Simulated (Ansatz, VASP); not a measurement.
**Si in VASP and in Ansatz**

The input INCAR:

```
SYSTEM = Si
  ALGO = Normal
  EDIFF = 1E-7
  ENCUT = 520
  GGA = PE
  ISIF = 2
  ISMEAR = 0
  LASPH = .TRUE.
  LCHARG = .FALSE.
  LREAL = .FALSE.
  LWAVE = .FALSE.
  NBANDS = 36
  NELM = 80
  PREC = Accurate
  SIGMA = 0.2
```

KPOINTS

```
k-points
0
G
  6 4 4
  0 0 0
```

POSCAR

```
Si
1.0
    1.7896543649     -3.4185129551      0.0000000000
    5.3689630946      3.4185129551      0.0000000000
    0.0000000000      0.0000000000      8.3693844704
Si
12
Direct
    0.5504537979      0.1498487340      0.3463205732
    0.0504537979      0.6498487340      0.3463205732
    0.8004537979      0.3998487340      0.1536794268
    0.3004537979      0.8998487340      0.1536794268
    0.6995462021      0.1001512660      0.8463205732
    0.1995462021      0.6001512660      0.8463205732
    0.9495462021      0.3501512660      0.6536794268
    0.4495462021      0.8501512660      0.6536794268
    0.2500000000      0.2500000000      0.0000000000
    0.7500000000      0.7500000000      0.0000000000
    0.5000000000      0.5000000000      0.5000000000
    0.0000000000      1.0000000000      0.5000000000
```

Input for Ansatz:

```yaml
crystal:
  lattice:
    - [1.7896543649, -3.4185129551, 0.0]
    - [5.3689630946, 3.4185129551, 0.0]
    - [0.0, 0.0, 8.3693844704]
  atoms:
    - { symbol: Si, position: [0.5504537979, 0.149848734, 0.3463205732] }
    - { symbol: Si, position: [0.0504537979, 0.649848734, 0.3463205732] }
    - { symbol: Si, position: [0.8004537979, 0.399848734, 0.1536794268] }
    - { symbol: Si, position: [0.3004537979, 0.899848734, 0.1536794268] }
    - { symbol: Si, position: [0.6995462021, 0.100151266, 0.8463205732] }
    - { symbol: Si, position: [0.1995462021, 0.600151266, 0.8463205732] }
    - { symbol: Si, position: [0.9495462021, 0.350151266, 0.6536794268] }
    - { symbol: Si, position: [0.4495462021, 0.850151266, 0.6536794268] }
    - { symbol: Si, position: [0.25, 0.25, 0.0] }
    - { symbol: Si, position: [0.75, 0.75, 0.0] }
    - { symbol: Si, position: [0.5, 0.5, 0.5] }
    - { symbol: Si, position: [0.0, 1.0, 0.5] }
basis:
  ecutwfc: 420
kpoints:
  mp_grid: { grid: [6, 4, 4] }
hamiltonian:
  xc: pbe
scf:
  occupations: { method: gaussian, width: 0.2 }
  lower_state_search: "off"
output:
  forces: true
  stress: true
  eigenvalues: true
```

Alike in both runs: task single point; functional PBE; k mesh 6 × 4 × 4; occupations gaussian, width 0.2 eV; no spin polarisation.

```csv
,VASP,Ansatz
version,VASP 6.6.1,Ansatz 0.2.0
potentials or method,"VASP PAW PBE potentials, release 64 (Si), cutoff 520 eV","scalar-relativistic, plane waves, PAW"
valence electrons in the cell,48,48
```

Ansatz gave:

| Quantity | Value |
| --- | --- |
| gap on the k mesh at the Fermi level (eV) | none |
| pressure (GPa) | -0.1 |
| traceless stress, the component that is largest in VASP (GPa) | 0.14 |
| rms of the force components (eV/Å) | 0.032 |

Estimate VASP's values.

gap on the k mesh at the Fermi level (eV): none; pressure (GPa): -0.1; traceless stress, the component that is largest in VASP (GPa): 0.14; rms of the force components (eV/Å): 0.031.

Atom by atom the forces differ by 0.002 eV/Å (rms over components). A gap of «none» marks a metal or a gap that the smearing closes. With one functional, cell and mesh, what is left measures potentials, basis and numerics.
